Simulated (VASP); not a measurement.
Write the native input for VASP 6.6.1 that does the following.

```
Task                   : single point
Functional             : PBEsol
Potentials or basis    : VASP PAW PBE potentials, release 64 (Pb_d)
Cutoff                 : 520 eV
k mesh                 : 9 × 9 × 5
Occupations            : fermi-dirac, width 0.05 eV
Spin                   : no spin polarisation
Dipole correction      : no
Further INCAR settings : ALGO = Normal; EDIFF = 1e-06; NBANDS = 21
```

The structure of Pb lies in POSCAR:

```
Pb
1.0
    3.3407319939      0.0000000000      0.0000000000
   -1.6703659970      2.8931587740      0.0000000000
    0.0000000000      0.0000000000      5.6766335648
Pb
2
Direct
    0.6666666667      0.3333333333      0.7500000000
    0.3333333333      0.6666666667      0.2500000000
```

These files were run (other wordings do the same):

INCAR

```
SYSTEM = Pb
PREC = Accurate
ENCUT = 520
EDIFF = 1E-6
ISMEAR = -1
SIGMA = 0.05
LREAL = .False.
LASPH = .True.
NELM = 80
ALGO = Normal
ISIF = 2
LWAVE = .False.
LCHARG = .False.
GGA = PS
NBANDS = 21
```

KPOINTS

```
Automatic mesh
0
Gamma
  9 9 5
  0 0 0
```

Potentials or basis: VASP PAW PBE potentials, release 64 (Pb_d).

The run is started by

```bash
$ cat potpaw_PBE.64/Pb_d/POTCAR > POTCAR
$ mpirun -np 1 vasp_std > vasp.out
```

Results of the run:

```
Pressure               : 4.9 GPa
Band gap on the k mesh : zero (band 14 reaches 14.92 eV, above the bottom of band 15 at 6.08 eV)
```

Caveat: the PAW data sets were made with another functional, which shifts forces and pressure a little; spin-orbit coupling is left out, which moves the levels of the heavy elements.

Run time: 19 s on 1 thread of AMD EPYC 9R45 96-Core Processor (Zen 5), with other jobs on the host, peak memory 0.16 GiB.
